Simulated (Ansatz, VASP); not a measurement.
Two plane-wave programs on VPt3

INCAR

```
SYSTEM = VPt3
PREC = Accurate
ENCUT = 520
EDIFF = 1E-6
ISMEAR = -1
SIGMA = 0.15
LREAL = .False.
LASPH = .True.
NELM = 150
ALGO = Normal
ISIF = 2
LWAVE = .False.
LCHARG = .False.
ISPIN = 2
MAGMOM = 1.5 0 0 0
LORBIT = 11
LMAXMIX = 4
GGA = CA
NBANDS = 34
```

The input KPOINTS:

```
Automatic mesh
0
Gamma
  6 6 6
  0 0 0
```

The input POSCAR:

```
VPt3
1.0
    3.8700000000      0.0000000000      0.0000000000
    0.0000000000      3.8700000000      0.0000000000
    0.0000000000      0.0000000000      3.8700000000
V Pt
1 3
Direct
   -0.0051679587      0.0000000000      0.0000000000
    0.0000000000      0.5000000000      0.5000000000
    0.5000000000      0.0000000000      0.5000000000
    0.5000000000      0.5000000000      0.0000000000
```

Input for Ansatz:

```yaml
crystal:
  lattice:
    - [3.87, 0.0, 0.0]
    - [0.0, 3.87, 0.0]
    - [0.0, 0.0, 3.87]
  atoms:
    - { symbol: V, position: [-0.005167958656330749, 0.0, 0.0] }
    - { symbol: Pt, position: [0.0, 0.5, 0.5] }
    - { symbol: Pt, position: [0.5, 0.0, 0.5] }
    - { symbol: Pt, position: [0.5, 0.5, 0.0] }
kpoints:
  mp_grid:
    grid: [6, 6, 6]
hamiltonian:
  xc: lda
magnetization:
  spin_polarized: true
  per_species:
    V: 1.5
scf:
  occupations:
    method: fermi_dirac
    width: 0.15
output:
  forces: true
```

Alike in both runs: task single point; functional LDA; k mesh 6 × 6 × 6; occupations fermi-dirac, width 0.15 eV; collinear spin.

```csv
,VASP,Ansatz
version,VASP 6.6.1,Ansatz 0.2.0
potentials or method,"VASP PAW LDA potentials, release 64 (V_sv, Pt)","plane waves, PAW"
plane-wave cutoff (eV),520,420
valence electrons in the cell,43,67
```

|  | VASP | Ansatz | Ansatz less VASP |
| --- | --- | --- | --- |
| rms of the force components (eV/Å) | 0.025 | 0.030 | +0.0042 |
| net moment per atom (μB) | 0.00 | 0.32 | +0.317 |
| size of the moment on the site where the two differ most (μB) | 0.00 | 1.23 | +1.225 |

The net moments are unlike, so the other rows may belong to different states. LDA's correlation is that of Perdew and Zunger in VASP and of Perdew and Wang (1992) in Ansatz. Site moments also hang on the region over which each program counts them. Atom by atom the forces differ by 0.004 eV/Å (rms over components). VASP's potentials hold 43 valence electrons a cell and Ansatz's 67, so a difference there can come from the potentials and not from the codes.

Neither program's run includes spin-orbit coupling.
